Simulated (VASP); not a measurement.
# P (P4_2/mmc) in VASP: notebook, part 2 of 2

VASP 6.6.1. The steps go on from the part before.

**4. Single point, PBE**

INCAR

```
PREC = Accurate ; ENCUT = 520
EDIFF = 1E-7 ; ISMEAR = 0
SIGMA = 0.1 ; LREAL = False
LASPH = True ; NELM = 100
ALGO = Normal ; ISIF = 2
LWAVE = False ; LCHARG = False
GGA = PE ; NBANDS = 18
```

KPOINTS

```
regular mesh
0
Gamma
  14 14 8
```

POSCAR

```
P
1.0
    3.3275298769      0.0000000000      0.0000000000
    0.0000000000      3.3275298769      0.0000000000
    0.0000000000      0.0000000000      6.4109187102
P
4
Direct
    0.5000000000      0.0000000000      0.5000000000
    0.0000000000      0.5000000000      0.0000000000
    0.0000000000      0.0000000000      0.7500000000
    0.0000000000      0.0000000000      0.2500000000
```

Started as:

```console
$ cat potpaw_PBE.64/P/POTCAR > POTCAR
$ mpirun -np 1 vasp_std > vasp.out
```

It took 1.8 min on 1 thread of Intel Xeon 6975P-C (Granite Rapids), shared host; peak memory 0.29 GiB.

It converged, with:

| Property | Result |
| --- | --- |
| Free energy | -19.9502 eV |
| Pressure | -0.2 GPa |
| Band gap on the k mesh | zero (band 10 reaches 7.93 eV, above the bottom of band 11 at 5.45 eV) |

Stress tensor (GPa, compression positive):
```
-0.20  0.00  0.00
 0.00 -0.20  0.00
 0.00  0.00 -0.30
```

Levels at points of the mesh, in eV from the Fermi level:
| k point | band 6 | band 7 | band 8 | band 9 | band 10 | band 11 | band 12 | band 13 | band 14 | band 15 |
| --- | --- | --- | --- | --- | --- | --- | --- | --- | --- | --- |
| (0.00, 0.00, 0.00) | -3.66 | -3.22 | -0.43 | -0.43 | -0.13 | -0.13 | 0.24 | 2.39 | 3.81 | 3.96 |
| (0.50, 0.00, 0.00) | -5.04 | -2.94 | -2.22 | -0.58 | 0.25 | 0.93 | 2.21 | 2.87 | 3.36 | 3.49 |
| (0.50, 0.50, 0.00) | -5.68 | -5.68 | -3.75 | -2.06 | -1.54 | -1.54 | -0.28 | 2.43 | 3.08 | 4.90 |
| (0.00, 0.00, 0.50) | -3.38 | -1.98 | -1.98 | -0.19 | -0.19 | 2.22 | 2.22 | 2.50 | 2.50 | 4.07 |
| (0.50, 0.00, 0.50) | -6.13 | -2.91 | -2.85 | -1.03 | -0.23 | 0.95 | 1.10 | 3.81 | 5.03 | 6.09 |
| (0.50, 0.50, 0.50) | -5.97 | -4.28 | -4.28 | -3.09 | -3.09 | 0.30 | 0.30 | 1.40 | 1.40 | 5.08 |

**5. Relaxation of cell and atoms, PBE**

This run uses another cell than the first one, of 19.03 Å³/atom, 1.072 times its volume.

INCAR

```
SYSTEM = P
ALGO     = Normal         ! electronic algorithm
EDIFF    = 1E-7           ! SCF threshold, eV
EDIFFG   = -0.01          ! ionic threshold
ENCUT    = 600            ! plane-wave cutoff, eV
GGA      = PE             ! functional
IBRION   = 2              ! ionic algorithm
ISIF     = 3              ! what is computed and relaxed
ISMEAR   = 0              ! smearing method
LASPH    = .TRUE.         ! aspherical terms in the spheres
LCHARG   = .FALSE.        ! write CHGCAR
LREAL    = .FALSE.        ! projectors in reciprocal space
LWAVE    = .FALSE.        ! write WAVECAR
NELM     = 100            ! most SCF steps
NSW      = 100            ! ionic steps
PREC     = Accurate       ! precision mode
SIGMA    = 0.1            ! smearing width, eV
```

KPOINTS

```
k-points
0
G
  14 14 8
  0 0 0
```

POSCAR

```
P
1.0
    3.5165580100      0.0000000000      0.0000000000
    0.0000000000      3.5165580100      0.0000000000
    0.0000000000      0.0000000000      6.1549685600
P
4
Direct
    0.5000000000      0.0000000000      0.5000000000
    0.0000000000      0.5000000000      0.0000000000
    0.0000000000      0.0000000000      0.7500000000
    0.0000000000      0.0000000000      0.2500000000
```

Started as:

```console
$ cat potpaw_PBE.64/P/POTCAR > POTCAR
$ mpirun -np 1 vasp_std > vasp.out
```

Wall time 6.6 min (1 thread of Intel Xeon 6975P-C (Granite Rapids), shared host); peak memory 0.31 GiB.

The run converged. Its results:

- Free energy: -19.9510 eV
- Relaxed volume: 17.70 Å³/atom
- Relaxed cell: a = 3.325 Å, b = 3.325 Å, c = 6.402 Å, α = 90.00°, β = 90.00°, γ = 90.00°
- Space group after relaxing (to 0.05 Å): P4_2/mmc (No. 131)
- Energy gained by relaxing: 28.5 meV/atom
- Ionic steps: 10
- Pressure after relaxing: 0.0 GPa
- Band gap on the k mesh: zero (band 10 reaches 7.96 eV, above the bottom of band 11 at 5.47 eV)

The path:
```tsv
step	energy change (eV)	largest force (eV/Å)	pressure (GPa)	volume (Å³)
1	0.0000	0.0000	-2.08	76.11
2	-0.0476	0.0000	-0.29	73.41
3	-0.0671	0.0000	1.46	71.04
4	-0.1023	0.0000	0.73	70.80
5	-0.1132	0.0000	0.36	70.60
6	-0.1140	0.0000	0.25	70.53
7	-0.1140	0.0000	0.26	70.54
8	-0.1141	0.0000	0.05	70.77
9	-0.1141	0.0000	0.05	70.77
10	-0.1142	0.0000	0.02	70.78
```

Final structure:
```yaml
crystal:
  lattice:
    - [3.32509, 0.00000, 0.00000]
    - [0.00000, 3.32509, 0.00000]
    - [0.00000, 0.00000, 6.40201]
  atoms:
    - { symbol: P, position: [0.50000, 0.00000, 0.50000] }
    - { symbol: P, position: [0.00000, 0.50000, 0.00000] }
    - { symbol: P, position: [0.00000, 0.00000, 0.75000] }
    - { symbol: P, position: [0.00000, 0.00000, 0.25000] }
```

Levels at points of the mesh, in eV from the Fermi level:
```tsv
k point	band 8	band 9	band 10	band 11	band 12	band 13
(0.00, 0.00, 0.00)	-0.44	-0.44	-0.13	-0.13	0.23	2.37
(0.50, 0.00, 0.00)	-2.22	-0.56	0.24	0.92	2.22	2.86
(0.50, 0.50, 0.00)	-3.77	-2.07	-1.55	-1.55	-0.28	2.41
(0.00, 0.00, 0.50)	-1.99	-0.19	-0.19	2.22	2.22	2.51
(0.50, 0.00, 0.50)	-2.86	-1.03	-0.24	0.95	1.10	3.83
(0.50, 0.50, 0.50)	-4.29	-3.11	-3.11	0.30	0.30	1.40
```

**6. Single point, PBE**

This run uses another cell than the first one, of 19.03 Å³/atom, 1.072 times its volume.

INCAR

```
ALGO = Normal ; EDIFF = 1E-7
ENCUT = 520 ; GGA = PE
ISIF = 2 ; ISMEAR = 0
LASPH = T ; LCHARG = T
LELF = T ; LREAL = F
LVHAR = T ; LWAVE = F
NBANDS = 18 ; NELM = 100
PREC = Accurate ; SIGMA = 0.1
```

KPOINTS

```
k-points
0
Gamma
  6 6 4
```

POSCAR is that of step 5.

Potentials or basis: VASP PAW PBE potentials, release 64 (P).

Started as:

```console
$ cat potpaw_PBE.64/P/POTCAR > POTCAR
$ mpirun -np 1 vasp_std > vasp.out
```

It took 15 s on 1 thread of Intel Xeon 6975P-C (Granite Rapids), shared host; peak memory 0.18 GiB.

The run converged. Its results:

```
Free energy            : -19.8735 eV
Pressure               : -2.9 GPa
Band gap on the k mesh : zero (band 10 reaches 6.78 eV, above the bottom of band 11 at 4.94 eV)
```

Stress tensor (GPa, compression positive):
```
-3.09  0.00  0.00
 0.00 -3.09  0.00
 0.00  0.00 -2.39
```

Levels at points of the mesh, in eV from the Fermi level:
| k point | band 6 | band 7 | band 8 | band 9 | band 10 | band 11 | band 12 | band 13 | band 14 | band 15 |
| --- | --- | --- | --- | --- | --- | --- | --- | --- | --- | --- |
| (0.00, 0.00, 0.00) | -3.34 | -3.21 | -0.74 | -0.74 | -0.60 | -0.35 | -0.35 | 2.85 | 3.23 | 3.70 |
| (0.50, 0.00, 0.00) | -4.38 | -3.65 | -1.41 | -1.16 | -0.23 | 0.45 | 2.61 | 3.09 | 3.28 | 4.21 |
| (0.50, 0.50, 0.00) | -5.35 | -5.35 | -3.45 | -1.54 | -1.22 | -1.22 | 0.52 | 2.91 | 3.82 | 5.64 |
| (0.00, 0.00, 0.50) | -3.92 | -2.34 | -2.34 | -0.81 | -0.81 | 1.97 | 1.97 | 2.26 | 2.26 | 4.16 |
| (0.50, 0.00, 0.50) | -5.46 | -3.54 | -2.19 | -0.82 | -0.15 | 0.19 | 0.48 | 3.14 | 4.92 | 6.01 |
| (0.50, 0.50, 0.50) | -5.70 | -3.85 | -3.85 | -2.72 | -2.72 | 0.86 | 0.86 | 1.92 | 1.92 | 5.80 |

**7. Summary**

```csv
task,cell,k mesh,cutoff (eV),gap on the mesh (eV),pressure (GPa),relaxed volume (Å³/atom)
single point,"a = 3.328, b = 3.328, c = 6.411 Å, 4 atoms",14 × 14 × 8,520,none,-0.2,-
relaxation of cell and atoms,"relaxed from a = 3.328, b = 3.328, c = 6.411 Å, 4 atoms",14 × 14 × 8,600,none,0.0,17.70
relaxation of cell and atoms,"relaxed from a = 3.517, b = 3.517, c = 6.155 Å, 4 atoms",14 × 14 × 8,600,none,0.0,17.70
single point,"a = 3.517, b = 3.517, c = 6.155 Å, 4 atoms",6 × 6 × 4,520,none,-2.9,-
```

Alike in all rows: level PBE; potentials or basis VASP PAW PBE potentials, release 64 (P); no spin polarisation; smearing gaussian 0.1 eV.

Total energies depend on the potentials used, so only differences within one code and one set of settings carry meaning.
